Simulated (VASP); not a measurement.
Rh: single point with PBE

Crystal: Rh.

```xyz
1
Lattice="2.5711 0.0000 0.0000 -1.2856 2.2267 0.0000 0.0000 0.0000 2.4669" Properties=species:S:1:pos:R:3 pbc="T T T"
Rh    0.0000    0.0000    0.0000
```

This cell differs from its parent crystal: volume scaled by 0.92.

| Property | Result |
| --- | --- |
| Program | VASP 6.6.1 |
| Task | single point |
| Functional | PBE |
| Potentials or basis | VASP PAW PBE potentials, release 64 (Rh_pv) |
| Cutoff | 520 eV |
| k mesh | 17 × 17 × 15 |
| Occupations | fermi-dirac, width 0.1 eV |
| Spin | no spin polarisation |

| Property | Result |
| --- | --- |
| Pressure | 21.4 GPa |

Stress tensor (GPa, compression positive):
```
21.41  0.00  0.00
 0.00 21.41  0.00
 0.00  0.00 21.48
```

Levels at points of the mesh, in eV from the Fermi level:
```
           k point  band 5  band 6  band 7  band 8  band 9  band 10  band 11  band 12
(0.00, 0.00, 0.00)   -5.79   -2.90   -2.90    0.99    0.99    16.50    17.04    20.88
```

It took 14 s on 1 thread of Intel(R) Xeon(R) 6975P-C (Granite Rapids), with other jobs on the host, peak memory 0.16 GiB.
